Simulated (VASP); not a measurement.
# BaTiO3: single point with r2SCAN

BaTiO3:

```
Ba Ti O
1.0
     0.00000    2.85798   -2.87415
    -3.96333    0.00000    0.00000
     0.00000   10.86032    6.32313
Ba Ti O
3 3 9
Cartesian
  0.0000 10.7194 5.0793
  0.0000 5.0035 -0.6690
  0.0000 7.8614 2.2051
  -1.9817 2.1455 -0.5796
  -1.9817 5.0035 2.2946
  -1.9817 7.8614 5.1687
  -3.9633 2.1455 -0.7729
  -3.9633 5.0035 2.1013
  -3.9633 7.8614 4.9754
  -1.9817 0.7563 0.6456
  -1.9817 3.6143 3.5198
  -1.9817 6.4722 6.3939
  -1.9817 3.5347 0.6456
  -1.9817 6.3927 3.5198
  -1.9817 9.2506 6.3939
```

This cell differs from its parent crystal: the part above a cut slid along it.

```
Program                : VASP 6.6.1
Task                   : single point
Functional             : r2SCAN
Potentials or basis    : VASP PAW PBE potentials, release 64 (Ba_sv, Ti_sv, O)
Cutoff                 : 520 eV
k mesh                 : 6 × 6 × 2
Occupations            : gaussian, width 0.05 eV
Spin                   : no spin polarisation
Dipole correction      : no
Further INCAR settings : LREAL = Auto; ALGO = Normal; EDIFF = 1e-06; NBANDS = 73
```

The pressure is 3.8 GPa. The largest force is 3.788 eV/Å and the band gap on the k mesh is 2.29 eV (least direct gap 2.69 eV).

Forces in eV/Å, atoms in the order of the input:
```
Ba   0.000 -3.770 -0.373
Ba   0.000  0.011 -0.001
Ba   0.000  0.106  0.074
Ti   0.000  1.946  0.167
Ti   0.000  0.294  0.088
Ti   0.000  0.257  0.040
O    0.000  1.930  0.383
O    0.000 -0.084 -0.065
O    0.000 -0.204  0.008
O    0.000  1.556 -0.767
O    0.000 -0.165  0.036
O    0.000 -0.158  0.127
O    0.000 -0.206 -0.290
O    0.000 -0.175 -0.145
O    0.000 -1.339  0.717
```

Stress tensor (GPa, compression positive):
```
 2.90  0.00  0.00
 0.00 11.49  2.72
 0.00  2.72 -2.87
```

Levels at points of the mesh, in eV from the valence-band top:
```tsv
k point	band 58	band 59	band 60	band 61	band 62	band 63
(0.00, 0.00, 0.00)	-0.70	-0.63	-0.39	2.29	2.62	2.68
(0.50, 0.00, 0.00)	-0.98	-0.74	-0.27	2.77	3.18	3.80
(0.00, 0.50, 0.00)	-0.67	-0.53	-0.28	3.06	3.43	3.71
(0.50, 0.50, 0.00)	-0.19	-0.15	0.00	3.82	3.92	4.12
(0.00, 0.00, 0.50)	-0.71	-0.58	-0.44	2.32	2.63	2.80
(0.50, 0.00, 0.50)	-0.84	-0.57	-0.34	2.62	3.44	3.81
(0.00, 0.50, 0.50)	-0.83	-0.64	-0.23	2.96	3.28	3.70
(0.50, 0.50, 0.50)	-0.28	-0.21	0.00	3.80	3.95	4.19
```

Wall time 22 min on 1 thread of Intel(R) Xeon(R) 6975P-C (Granite Rapids) (shared host), peak memory 0.48 GiB.

Caveat: the cell differs from its parent crystal (the part above a cut slid along it); the stress differs along the axes, from -3 to 11 GPa; the PAW data sets were made with another functional, which shifts forces and pressure a little; spin-orbit coupling is left out, which moves the levels of the heavy elements. A k mesh can miss the band edges.
